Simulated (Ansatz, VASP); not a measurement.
# Two plane-wave programs on MgCd3Se4

```
CELL_PARAMETERS angstrom
5.73898 0.00000 0.00000
0.00000 5.73898 0.00000
0.00000 0.00000 5.73898
ATOMIC_POSITIONS crystal
Mg 0.50000 0.50000 0.50000
Cd 0.00000 0.00000 0.50000
Cd 0.00000 0.50000 0.00000
Cd 0.50000 0.00000 0.00000
Se 0.00000 0.00000 0.00000
Se 0.50000 0.50000 0.00000
Se 0.50000 0.00000 0.50000
Se 0.00000 0.50000 0.50000
```

Change from the starting cell: species swapped into the Ba3SnS4 type (Pm-3m, No. 221).

Alike in both runs: functional PBE; k mesh 2 × 2 × 2; occupations gaussian, width 0.15 eV; no spin polarisation.

Ansatz relaxed the structure, and its values are those at the end. VASP's run is a single point on that final structure, the one shown.

|  | VASP | Ansatz |
| --- | --- | --- |
| version | VASP 6.6.1 | Ansatz 0.2.0 |
| potentials or method | VASP PAW PBE potentials, release 64 (Mg, Cd, Se), cutoff 600 eV | scalar-relativistic, plane waves, PAW |
| valence electrons in the cell | 62 | 134 |

Ansatz gave:

- gap on the k mesh at the Fermi level (eV): none
- pressure (GPa): -0.7

Task: Which values does VASP return?

Result: gap on the k mesh at the Fermi level (eV): none; pressure (GPa): -0.6.

A gap of «none» marks a metal or a gap that the smearing closes. VASP's potentials hold 62 valence electrons a cell and Ansatz's 134, so a difference there can come from the potentials and not from the codes.

The k mesh is coarse, so the values compare programs but aren't converged.
